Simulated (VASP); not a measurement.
AgCl, 2 atoms in the cell. The structure is cubic, space group Fm-3m (No. 225). Conventional cell: a = 5.546 Å, b = 5.546 Å, c = 5.546 Å, α = 90.00°, β = 90.00°, γ = 90.00°. Within 3.7 Å of Ag (site symmetry m-3m) lie 6 Cl at 2.77 Å. Cl (site symmetry m-3m) has 6 Ag at 2.77 Å within 3.7 Å. 

```yaml
Program: VASP 6.6.1
Task: single point
Functional: PBE
Potentials_or_basis: VASP PAW PBE potentials, release 64 (Ag, Cl)
Cutoff: 520 eV
k_mesh: 9 × 9 × 9
Occupations: fermi-dirac, width 0.01 eV
Spin: non-collinear spin, zero start, spin-orbit coupling
Starting_moments: "[[0.0, 0.0, 0.0], [0.0, 0.0, 0.0]] μB"
Dipole_correction: no
Further_INCAR_settings: ALGO = Normal; EDIFF = 1e-06; NBANDS = 30
```

Potentials or basis: VASP PAW PBE potentials, release 64 (Ag, Cl).

The run is started by

```bash
$ cat potpaw_PBE.64/Ag/POTCAR potpaw_PBE.64/Cl/POTCAR > POTCAR
$ mpirun -np 1 vasp_ncl > vasp.out
```

Hardware: 1 thread of Intel(R) Xeon(R) Platinum 8488C (Sapphire Rapids), with other jobs on the host.

Q: How long does it take, and how much memory?

A: Wall time 65 s on 1 thread of Intel(R) Xeon(R) Platinum 8488C (Sapphire Rapids), on a shared host, peak memory 0.3 GiB. Counts: scf iterations 13, k points 35.
